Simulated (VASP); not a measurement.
GePt2: single point with PBEsol

Crystal: GePt2.

```
CELL_PARAMETERS angstrom
6.50720 0.00000 0.00000
-3.25360 5.63540 0.00000
0.00000 0.00000 3.45868
ATOMIC_POSITIONS crystal
Ge 0.66667 0.33333 0.00000
Ge 0.33333 0.66667 0.00000
Ge 0.00000 0.00000 0.50000
Pt 0.62294 0.00000 0.50000
Pt 0.37706 0.37706 0.50000
Pt 0.00000 0.62294 0.50000
Pt 0.00000 0.28491 0.00000
Pt 0.71509 0.71509 0.00000
Pt 0.28491 0.00000 0.00000
```

This cell differs from its parent crystal: strain -0.0375 x Voigt [1, 1, 0, 0, 0, 0].

```json
{
  "Program": "VASP 6.6.1",
  "Task": "single point",
  "Functional": "PBEsol",
  "Potentials or basis": "VASP PAW PBE potentials, release 64 (Ge_d, Pt)",
  "Cutoff": "520 eV",
  "k mesh": "6 × 6 × 12",
  "Occupations": "gaussian, width 0.15 eV",
  "Spin": "no spin polarisation",
  "Dipole correction": "no",
  "Further INCAR settings": "ALGO = Fast; EDIFF = 1e-06; NBANDS = 61"
}
```

* Pressure: 22.7 GPa
* Largest force: 0.654 eV/Å
* Band gap on the k mesh: zero (bands 51 and 52 overlap by 1.26 eV)

Forces in eV/Å, atoms in the order of the input:
```
Ge   0.000  0.000  0.000
Ge   0.000  0.000  0.000
Ge   0.000  0.000  0.000
Pt  -0.343  0.000  0.000
Pt   0.171  0.297  0.000
Pt   0.171 -0.297  0.000
Pt   0.327 -0.566  0.000
Pt   0.327  0.566  0.000
Pt  -0.654  0.000  0.000
```

Stress tensor (GPa, compression positive):
```
25.41  0.00  0.00
 0.00 25.41  0.00
 0.00  0.00 17.26
```

Levels at points of the mesh, in eV from the Fermi level:
```csv
k point,band 49,band 50,band 51,band 52,band 53,band 54
"(0.00, 0.00, 0.00)",-1.50,-1.50,-1.39,-0.99,0.05,2.51
"(0.50, 0.00, 0.00)",-1.13,-0.89,-0.32,0.41,1.37,1.42
"(0.00, 0.00, 0.50)",-0.77,-0.01,-0.01,1.24,1.26,1.72
"(0.50, 0.00, 0.50)",-1.43,-1.13,-1.06,1.33,1.69,2.64
```

Wall time 4.8 min on 1 thread of Intel(R) Xeon(R) Platinum 8488C (Sapphire Rapids), on a shared host, peak memory 0.43 GiB.

Caveat: the cell differs from its parent crystal (strain -0.0375 x Voigt [1, 1, 0, 0, 0, 0]); the stress differs along the axes, from 17 to 25 GPa; the PAW data sets were made with another functional, which shifts forces and pressure a little; spin-orbit coupling is left out, which moves the levels of the heavy elements.
